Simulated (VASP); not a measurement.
Wanted: the native input for a VASP 6.6.1 run.

* Task: single point
* Functional: PBE
* Potentials or basis: VASP PAW PBE potentials, release 64 (Zr_sv, N, Si)
* Cutoff: 520 eV
* k mesh: 8 × 8 × 8
* Occupations: fermi-dirac, width 0.0116 eV
* Spin: no spin polarisation
* Dipole correction: no
* k mesh for the DOS: 12 × 12 × 12
* Occupations for the DOS: tetrahedron
* Further INCAR settings: ALGO = Normal; EDIFF = 1e-06; NBANDS = 27

The system is Zr2SiN2.

```
CELL_PARAMETERS angstrom
0.00000 3.46058 0.00000
3.46058 0.00000 0.00000
1.73029 1.73029 -5.47608
ATOMIC_POSITIONS crystal
Zr 0.34400 0.34400 0.31200
Zr 0.65600 0.65600 0.68800
N 0.75000 0.25000 0.50000
N 0.25000 0.75000 0.50000
Si 0.00000 0.00000 0.00000
```

These files were run (other wordings do the same):

POSCAR

```
Zr2SiN2
1.0
    0.0000000000      3.4605840000      0.0000000000
    3.4605840000      0.0000000000      0.0000000000
    1.7302920000      1.7302920000     -5.4760800000
Zr N Si
2 2 1
Direct
    0.3440000000      0.3440000000      0.3120000000
    0.6560000000      0.6560000000      0.6880000000
    0.7500000000      0.2500000000      0.5000000000
    0.2500000000      0.7500000000      0.5000000000
    0.0000000000      0.0000000000      0.0000000000
```

INCAR.step1

```
PREC = Accurate
ENCUT = 520
EDIFF = 1E-6
ISMEAR = -1
SIGMA = 0.0116
LREAL = F
LASPH = T
NELM = 60
ALGO = Normal
ISIF = 2
LWAVE = F
LCHARG = T
LMAXMIX = 4
GGA = PE
NBANDS = 27
```

KPOINTS.step1

```
Automatic mesh
0
Gamma
  8 8 8
```

INCAR.step2

```
PREC = Accurate
ENCUT = 520
EDIFF = 1E-6
ISMEAR = -5
SIGMA = 0.0116
LREAL = F
LASPH = T
NELM = 60
ALGO = Normal
ISIF = 2
LWAVE = F
LCHARG = F
LMAXMIX = 4
GGA = PE
LORBIT = 11
NBANDS = 27
NEDOS = 1001
ICHARG = 11
```

KPOINTS.step2

```
Automatic mesh
0
Gamma
  12 12 12
```

Potentials or basis: VASP PAW PBE potentials, release 64 (Zr_sv, N, Si).

Command:

```sh
$ cat potpaw_PBE.64/Zr_sv/POTCAR potpaw_PBE.64/N/POTCAR potpaw_PBE.64/Si/POTCAR > POTCAR
$ cp INCAR.step1 INCAR
$ cp KPOINTS.step1 KPOINTS
$ mpirun -np 1 vasp_std > vasp.out
$ cp INCAR.step2 INCAR
$ cp KPOINTS.step2 KPOINTS
$ mpirun -np 1 vasp_std > vasp.out
```

It gave:

```yaml
Valence_electrons_inside_the_program's_atomic_spheres: Zr 10.18; N 3.91; Si 1.66
```

Run time: 2.1 min on 1 thread of Intel(R) Xeon(R) 6975P-C (Granite Rapids), on a shared host, peak memory 0.37 GiB.
